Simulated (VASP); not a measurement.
# Ga2GeO2 (P6/mmm) in VASP: further runs, part 2 of 2

VASP 6.6.1. Earlier steps stand in the parts before.

## 4. Relaxation of cell and atoms, PBE

INCAR reads:

```
ALGO = Normal
EDIFF = 1E-7
EDIFFG = -0.04
ENCUT = 600
GGA = PE
IBRION = 2
ISIF = 3
ISMEAR = 0
LASPH = True
LCHARG = False
LREAL = False
LWAVE = False
NELM = 100
NSW = 90
PREC = Accurate
SIGMA = 0.1
```

KPOINTS reads:

```
k-points
0
Gamma
  6 6 4
```

POSCAR reads:

```
Ga2GeO2
1.0
    4.7734716700      0.0000000000      0.0000000000
   -2.3867358400      4.1339477300      0.0000000000
    0.0000000000      0.0000000000      4.4238349600
Ga Ge O
2 1 2
Direct
    0.3333333300      0.6666666700      0.5000000000
    0.6666666700      0.3333333300      0.5000000000
    0.0000000000      0.0000000000      0.0000000000
    0.0000000000      0.0000000000      0.6985633700
    0.0000000000      0.0000000000      0.3014366300
```

Potentials or basis: VASP PAW PBE potentials, release 64 (Ga_d, Ge_d, O).

On the command line:

```console
cat potpaw_PBE.64/Ga_d/POTCAR potpaw_PBE.64/Ge_d/POTCAR potpaw_PBE.64/O/POTCAR > POTCAR
mpirun -np 1 vasp_std > vasp.out
```

OUTCAR:

```text
EDIFF = 1E-7
   EDIFFG = -0.04
   ENCUT = 600
   GGA = PE
   IBRION = 2
   ISIF = 3
   ISMEAR = 0
   LASPH = True
   LREAL = False
   NELM = 100
   NSW = 90
   PREC = Accurate

 ion  position               nearest neighbor table
   1  0.333  0.667  0.500-   2 2.76   2 2.76   2 2.76
   2  0.667  0.333  0.500-   1 2.76   1 2.76   1 2.76
   3  0.000  0.000  0.000-   4 1.33   5 1.33
   4  0.000  0.000  0.699-   3 1.33   5 1.76
   5  0.000  0.000  0.301-   3 1.33   4 1.76

  LATTYP: Found a hexagonal cell.
 ALAT       =     4.7734716700
 C/A-ratio  =     0.9267542086

  Lattice vectors:

 A1 = (   4.7734716700,   0.0000000000,   0.0000000000)
 A2 = (  -2.3867358400,   4.1339477300,   0.0000000000)
 A3 = (   0.0000000000,   0.0000000000,   4.4238349600)

Analysis of symmetry for initial positions (statically):
=====================================================================
 Subroutine PRICEL returns:
 Original cell was already a primitive cell.

 Routine SETGRP: Setting up the symmetry group for a
 hexagonal supercell.

 Subroutine GETGRP returns: Found 24 space group operations
 (whereof 24 operations were pure point group operations)
 out of a pool of 24 trial point group operations.
[... 158 lines left out ...]

 number of electron      52.0000004 magnetization

 Free energy of the ion-electron system (eV)
  ---------------------------------------------------
  ext. energy  EPLUGINS =         0.00000000
  ---------------------------------------------------
  free energy    TOTEN  =       -10.14854192 eV

  energy without entropy =      -10.13711830  energy(sigma->0) =      -10.14283011

------------------------ aborting loop because EDIFF is reached ----------------------------------------

  FORCE on cell =-STRESS in cart. coord.  units (eV):
  Direction    XX          YY          ZZ          XY          YZ          ZX
  --------------------------------------------------------------------------------------
  -------------------------------------------------------------------------------------
  Total        2.8645504      2.8645504     97.3763371     -0.0000000      0.0000000      0.0000000
  in kB       52.5737320     52.5737320   1787.1696054     -0.0000001      0.0000000      0.0000000
  external PRESSURE =     630.7723564 kB  Pullay stress =       0.0000000 kB
[... 2264 lines left out ...]
     30       9.6994      0.00000
     31       9.6994      0.00000

[... ionic steps 4 to 28 ...]

--------------------------------------- Ionic step       29  -------------------------------------------

 number of electron      51.9999991 magnetization

------------------------ aborting loop because EDIFF is reached ----------------------------------------
[... 73 lines left out ...]
--------------------------------------- Ionic step       31  -------------------------------------------

 number of electron      51.9999992 magnetization

 Free energy of the ion-electron system (eV)
  ---------------------------------------------------
  ext. energy  EPLUGINS =         0.00000000
  ---------------------------------------------------
  free energy    TOTEN  =       -20.62482354 eV

  energy without entropy =      -20.61262686  energy(sigma->0) =      -20.61872520

 E-fermi :   2.9722     XC(G=0):  -9.0313

 val. band max:        2.9437213775   @ k =   0.3333   0.1667   0.5000
 cond. band min:       2.9954045270   @ k =   0.3333   0.1667   0.5000
 fundamental gap:      0.0516831495
 Fermi energy:         2.9722177006
[... 744 lines left out ...]
  FREE ENERGIE OF THE ION-ELECTRON SYSTEM (eV)
  ---------------------------------------------------
  free  energy   TOTEN  =       -20.6248235417 eV

  energy  without entropy=      -20.6126268566  energy(sigma->0) =      -20.61872520

 reached required accuracy - stopping structural energy minimisation
```

Wall time 56 min (1 thread of Intel Xeon 8259CL, shared host); peak memory 0.3 GiB.

What came out:

| Quantity | Value |
| --- | --- |
| Free energy | -20.6248 eV |
| Relaxed volume | 20.82 Å³/atom |
| Relaxed cell | a = 4.388 Å, b = 4.388 Å, c = 6.243 Å, α = 90.00°, β = 90.00°, γ = 120.00° |
| Space group after relaxing (to 0.1 Å) | P6/mmm (No. 191) |
| Pressure after relaxing | 0.0 GPa |
| Largest force after relaxing | 0.003 eV/Å |
| Band gap on the k mesh | zero (bands 26 and 27 overlap by 0.42 eV) |

Forces on the atoms (eV/Å):
```
Ga   0.000  0.000  0.000
Ga   0.000  0.000  0.000
Ge   0.000  0.000  0.000
O    0.000  0.000  0.003
O    0.000  0.000 -0.003
```

Final structure:
```
Ga Ge O
1.0
     4.38833    0.00000    0.00000
    -2.19417    3.80041    0.00000
     0.00000    0.00000    6.24305
Ga Ge O
2 1 2
Direct
  0.33333 0.66667 0.50000
  0.66667 0.33333 0.50000
  0.00000 0.00000 0.00000
  0.00000 0.00000 0.27986
  0.00000 0.00000 0.72014
```

Caveat: the volume moved by over 15 % at a fixed basis, so the end points are rough.

## 5. Single point, PBE

This run uses another cell than the first one, of 22.14 Å³/atom.

INCAR reads:

```
SYSTEM = Ga2GeO2
ALGO = Normal
EDIFF = 1E-6
ENCUT = 520
GGA = PE
ISIF = 2
ISMEAR = 0
LASPH = .TRUE.
LCHARG = .TRUE.
LELF = .TRUE.
LREAL = .FALSE.
LVHAR = .TRUE.
LWAVE = .FALSE.
NBANDS = 34
NELM = 80
PREC = Accurate
SIGMA = 0.1
```

KPOINTS reads:

```
k-points
0
G
  12 12 6
  0 0 0
```

POSCAR reads:

```
Ga2GeO2
1.0
    4.3556525262      0.0000000000      0.0000000000
   -2.1778262631      3.7721057377      0.0000000000
    0.0000000000      0.0000000000      6.7368800922
Ga Ge O
2 1 2
Direct
    0.3333333333      0.6666666667      0.5000000000
    0.6666666667      0.3333333333      0.5000000000
    0.0000000000      0.0000000000      0.0000000000
    0.0000000000      0.0000000000      0.7397541017
    0.0000000000      0.0000000000      0.2602458983
```

Potentials or basis: VASP PAW PBE potentials, release 64 (Ga_d, Ge_d, O).

On the command line:

```console
cat potpaw_PBE.64/Ga_d/POTCAR potpaw_PBE.64/Ge_d/POTCAR potpaw_PBE.64/O/POTCAR > POTCAR
mpirun -np 1 vasp_std > vasp.out
```

OUTCAR:

```text
SYSTEM = Ga2GeO2
   EDIFF = 1E-6
   ENCUT = 520
   GGA = PE
   ISIF = 2
   ISMEAR = 0
   LASPH = .TRUE.
   LREAL = .FALSE.
   NELM = 80
   PREC = Accurate

 ion  position               nearest neighbor table
   1  0.333  0.667  0.500-   2 2.51   2 2.51   2 2.51
   2  0.667  0.333  0.500-   1 2.51   1 2.51   1 2.51
   3  0.000  0.000  0.000-   4 1.75   5 1.75
   4  0.000  0.000  0.740-   3 1.75
   5  0.000  0.000  0.260-   3 1.75

  LATTYP: Found a hexagonal cell.
 ALAT       =     4.3556525262
 C/A-ratio  =     1.5466982391

  Lattice vectors:

 A1 = (   4.3556525262,   0.0000000000,   0.0000000000)
 A2 = (  -2.1778262631,   3.7721057377,   0.0000000000)
 A3 = (   0.0000000000,   0.0000000000,   6.7368800922)

Analysis of symmetry for initial positions (statically):
=====================================================================
 Subroutine PRICEL returns:
 Original cell was already a primitive cell.

 Routine SETGRP: Setting up the symmetry group for a
 hexagonal supercell.

 Subroutine GETGRP returns: Found 24 space group operations
 (whereof 24 operations were pure point group operations)
 out of a pool of 24 trial point group operations.

The static configuration has the point symmetry D_6h.

Analysis of symmetry for dynamics (positions and initial velocities):
=====================================================================
 Subroutine PRICEL returns:
 Original cell was already a primitive cell.

 Routine SETGRP: Setting up the symmetry group for a
 hexagonal supercell.

 Subroutine GETGRP returns: Found 24 space group operations
 (whereof 24 operations were pure point group operations)
 out of a pool of 24 trial point group operations.

The dynamic configuration has the point symmetry D_6h.

 Subroutine INISYM returns: Found 24 space group operations
[... 120 lines left out ...]
   IALGO  =     38    algorithm
   IMIX   =      4    mixing-type and parameters
     AMIX     =   0.40;   BMIX     =  1.00
     AMIX_MAG =   1.60;   BMIX_MAG =  1.00
  volume/ion in A,a.u.               =      22.14       149.39
  Fermi-wavevector in a.u.,A,eV,Ry     =   1.272655  2.404969 22.036682  1.619650
  Thomas-Fermi vector in A             =   2.405521
   LORBIT       =      0    0 simple, 1 ext, 2 COOP (PROOUT), +10 PAW based schemes
   GGA     = PE    functional components
   LHFCALC =     F    Hartree Fock is set to
   AEXX    =    0.0000 exact exchange contribution
   IVDW    =     0    specifies the selected vdW correction
   LEPSILON=     F    determine dielectric tensor
   LRPA    =     F    only Hartree local field effects (RPA)
 non-spin polarized calculation
 Gauss-broadening in eV      SIGMA  =   0.10
  energy-cutoff  :      520.00
  volume of cell :      110.69
 maximum number of plane-waves:      3006
   NGX = 17   NGY = 17   NGZ = 25

 number of electron      52.0000001 magnetization

 Free energy of the ion-electron system (eV)
  ---------------------------------------------------
  ext. energy  EPLUGINS =         0.00000000
  ---------------------------------------------------
  free energy    TOTEN  =       -20.95702151 eV

  energy without entropy =      -20.95197154  energy(sigma->0) =      -20.95449653

 E-fermi :   2.3195     XC(G=0):  -8.7033

 val. band max:        2.3185672074   @ k =   0.2500   0.1667   0.5000
 cond. band min:       2.3473610668   @ k =   0.5000   0.0000   0.3333
 fundamental gap:      0.0287938594
 Fermi energy:         2.3195373543

 k-point     1 :       0.0000    0.0000    0.0000
  band No.  band energies     occupation
      1     -23.3033      2.00000
      2     -23.1809      2.00000
      3     -23.1809      2.00000
      4     -22.9737      2.00000
      5     -22.9737      2.00000
      6     -16.3099      2.00000
[... 877 lines left out ...]
     33       8.3567      0.00000
     34       9.9564      0.00000

 [... further k-points ...]

------------------------ aborting loop because EDIFF is reached ----------------------------------------

  FORCE on cell =-STRESS in cart. coord.  units (eV):
  Direction    XX          YY          ZZ          XY          YZ          ZX
  --------------------------------------------------------------------------------------
  -------------------------------------------------------------------------------------
  Total       -0.0228170     -0.0228170     -0.0195842      0.0000000     -0.0000000      0.0000000
  in kB       -0.3302726     -0.3302726     -0.2834790      0.0000000     -0.0000000      0.0000000
  external PRESSURE =      -0.3146747 kB  Pullay stress =       0.0000000 kB

 VOLUME and BASIS-vectors are now :
 -----------------------------------------------------------------------------
  energy-cutoff  :      520.00
  volume of cell :      110.69
      direct lattice vectors                 reciprocal lattice vectors
     4.355652526  0.000000000  0.000000000     0.229586725  0.132551958  0.000000000
    -2.177826263  3.772105738  0.000000000     0.000000000  0.265103915  0.000000000
     0.000000000  0.000000000  6.736880092     0.000000000  0.000000000  0.148436663

 POSITION                                       TOTAL-FORCE (eV/Angst)
 -----------------------------------------------------------------------------------
     -0.00000      2.51474      3.36844        -0.000000      0.000000      0.000000
      2.17783      1.25737      3.36844         0.000000     -0.000000      0.000000
      0.00000      0.00000      0.00000        -0.000000      0.000000      0.000000
      0.00000      0.00000      4.98363         0.000000     -0.000000     -0.022014
      0.00000      0.00000      1.75325         0.000000      0.000000      0.022014
 -----------------------------------------------------------------------------------
    total drift:                                0.000000      0.000000     -0.000000

  FREE ENERGIE OF THE ION-ELECTRON SYSTEM (eV)
  ---------------------------------------------------
  free  energy   TOTEN  =       -20.9570215134 eV

  energy  without entropy=      -20.9519715370  energy(sigma->0) =      -20.95449653
```

Run time: 4.1 min. Hardware: 1 thread of Intel Xeon 8259CL, shared host; peak memory 0.39 GiB.

What came out:

```yaml
Free_energy: -20.9570 eV
Pressure: 0.0 GPa
Largest_force: 0.022 eV/Å
Band_gap_on_the_k_mesh: zero (bands 26 and 27 overlap by 0.87 eV)
```

Forces on the atoms (eV/Å):
```
Ga   0.000  0.000  0.000
Ga   0.000  0.000  0.000
Ge   0.000  0.000  0.000
O    0.000  0.000 -0.022
O    0.000  0.000  0.022
```

Levels at points of the mesh, in eV from the Fermi level:
```
           k point  band 24  band 25  band 26  band 27  band 28  band 29
(0.00, 0.00, 0.00)    -3.07    -0.54    -0.32     0.67     0.67     0.95
(0.50, 0.00, 0.00)    -3.51    -3.16    -0.09    -0.01     0.69     2.33
(0.00, 0.00, 0.50)    -3.28    -1.76     0.68     0.68     0.96     1.33
(0.50, 0.00, 0.50)    -3.73    -2.45     0.06     0.35     0.65     2.27
```

## 6. The runs side by side

```csv
task,cell,k mesh,cutoff (eV),gap on the mesh (eV),pressure (GPa),largest force (eV/Å)
single point,"a = 4.773, b = 4.773, c = 4.424 Å, angles 90.0, 90.0, 120.0°, 5 atoms, atomic positions A",6 × 6 × 4,520,none,63.2,21.36
single point,"a = 4.340, b = 4.340, c = 6.769 Å, angles 90.0, 90.0, 120.0°, 5 atoms, atomic positions B",6 × 6 × 4,520,none,0.0,0.03
relaxation of cell and atoms,"relaxed from a = 4.773, b = 4.773, c = 4.424 Å, angles 90.0, 90.0, 120.0°, 5 atoms, atomic positions A",6 × 6 × 4,600,none,0.0,-
single point,"a = 4.356, b = 4.356, c = 6.737 Å, angles 90.0, 90.0, 120.0°, 5 atoms, atomic positions B",12 × 12 × 6,520,none,0.0,0.02
```

Alike in all rows: level PBE; potentials or basis VASP PAW PBE potentials, release 64 (Ga_d, Ge_d, O); no spin polarisation; smearing gaussian 0.1 eV.

Caveats: the cell stands under pressure (at least some runs); forces of over 1 eV/Å act on the atoms, so gaps and moduli don't describe the material at rest (at least some runs); the volume moved by over 15 % at a fixed basis, so the end points are rough (at least some runs).

Absolute energies hang on the potentials; compare differences alone.
